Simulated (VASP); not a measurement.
Here is a VASP 6.6.1 calculation.

POSCAR

```
Hf
1.0
    2.3695485923      0.0000000000      0.0000000000
   -1.1847742961      2.0520892764      0.0000000000
    0.0000000000      0.0000000000      4.1382360719
Hf
2
Direct
    0.3333333333      0.6666666667      0.2500000000
    0.6666666667      0.3333333333      0.7500000000
```

Contents of INCAR.step1:

```
SYSTEM = Hf
PREC     = Accurate       ! precision mode
ENCUT    = 520            ! plane-wave cutoff, eV
ISMEAR   = -1             ! smearing method
SIGMA    = 0.1            ! smearing width, eV
LREAL    = .False.        ! projectors in reciprocal space
LASPH    = .True.         ! aspherical terms in the spheres
NELM     = 100            ! most SCF steps
NBANDS   = 17             ! bands
GGA      = PE             ! functional
ALGO     = Normal         ! electronic algorithm
EDIFF    = 1E-4           ! SCF threshold, eV
LWAVE    = .True.         ! write WAVECAR
LCHARG   = .False.        ! write CHGCAR
```

The input INCAR.step2:

```
SYSTEM = Hf
PREC     = Accurate       ! precision mode
ENCUT    = 520            ! plane-wave cutoff, eV
EDIFF    = 1E-6           ! SCF threshold, eV
ISMEAR   = -1             ! smearing method
SIGMA    = 0.1            ! smearing width, eV
LREAL    = .False.        ! projectors in reciprocal space
LASPH    = .True.         ! aspherical terms in the spheres
NELM     = 100            ! most SCF steps
ALGO     = Normal         ! electronic algorithm
ISIF     = 2              ! what is computed and relaxed
LWAVE    = .False.        ! write WAVECAR
LCHARG   = .False.        ! write CHGCAR
METAGGA  = R2SCAN         ! meta-GGA
LMIXTAU  = .True.       
NBANDS   = 17             ! bands
ISTART   = 1
```

Contents of KPOINTS:

```
Automatic mesh
0
Gamma
  14 14 8
  0 0 0
```

Potentials or basis: VASP PAW PBE potentials, release 64 (Hf_pv).

Run with:

```sh
$ cat potpaw_PBE.64/Hf_pv/POTCAR > POTCAR
$ cp INCAR.step1 INCAR
$ mpirun -np 1 vasp_std > vasp.out
$ cp INCAR.step2 INCAR
$ mpirun -np 1 vasp_std > vasp.out
```

Question: Predict the band gap on the k mesh.

Answer: Zero (band 10 reaches 13.20 eV, above the bottom of band 11 at 11.13 eV).

Question: Estimate the pressure.

Answer: 333.2 GPa.

Stress tensor (GPa, compression positive):
```
333.72   0.00   0.00
  0.00 333.72   0.00
  0.00   0.00 332.10
```

Caveat: the PAW data sets were made with another functional, which shifts forces and pressure a little; spin-orbit coupling is left out, which moves the levels of the heavy elements.
